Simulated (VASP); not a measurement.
# Ga: single point with r2SCAN

The system is Ga.

```
Ga
1.0
     1.35316   -4.04422    0.02330
     1.35316    4.04422    0.02330
    -0.05883    0.00000    3.30345
Ga
2
Direct
  0.86708 0.13292 0.25000
  0.13292 0.86708 0.75000
```

| Property | Result |
| --- | --- |
| Program | VASP 6.6.1 |
| Task | single point |
| Functional | r2SCAN |
| Potentials or basis | VASP PAW PBE potentials, release 64 (Ga_d) |
| Cutoff | 520 eV |
| k mesh | 12 × 12 × 10 |
| Occupations | fermi-dirac, width 0.1 eV |
| Spin | no spin polarisation |

The pressure is 0.0 GPa, the largest force is 0.004 eV/Å and the band gap on the k mesh is zero (bands 13 and 14 overlap by 8.72 eV).

Forces on the atoms (eV/Å):
```
Ga   0.000  0.004  0.000
Ga   0.000 -0.004  0.000
```

Stress tensor (GPa, compression positive):
```
 0.04  0.00  0.01
 0.00 -0.01  0.00
 0.01  0.00 -0.08
```

Levels at points of the mesh, in eV from the Fermi level:
| k point | band 10 | band 11 | band 12 | band 13 | band 14 | band 15 | band 16 | band 17 |
| --- | --- | --- | --- | --- | --- | --- | --- | --- |
| (0.00, 0.00, 0.00) | -15.22 | -12.05 | -2.57 | -1.83 | 1.63 | 5.83 | 10.69 | 10.75 |
| (0.50, 0.00, 0.00) | -15.21 | -6.24 | -5.39 | -1.64 | 0.20 | 6.58 | 6.75 | 9.18 |
| (0.50, 0.50, 0.00) | -15.26 | -9.96 | -9.12 | 3.96 | 4.91 | 6.17 | 6.34 | 8.59 |
| (0.00, 0.00, 0.50) | -15.27 | -8.34 | -8.34 | 1.45 | 1.45 | 2.50 | 2.50 | 13.07 |
| (0.50, 0.00, 0.50) | -15.21 | -2.84 | -2.83 | -1.72 | -1.71 | 2.11 | 2.12 | 4.88 |
| (0.50, 0.50, 0.50) | -15.34 | -6.51 | -6.51 | -4.76 | -4.76 | 12.26 | 12.26 | 12.27 |

Run time: 9.1 min on 1 thread of Intel(R) Xeon(R) Platinum 8488C (Sapphire Rapids), on a shared host, peak memory 0.35 GiB.

Caveat: the PAW data sets were made with another functional, which shifts forces and pressure a little.
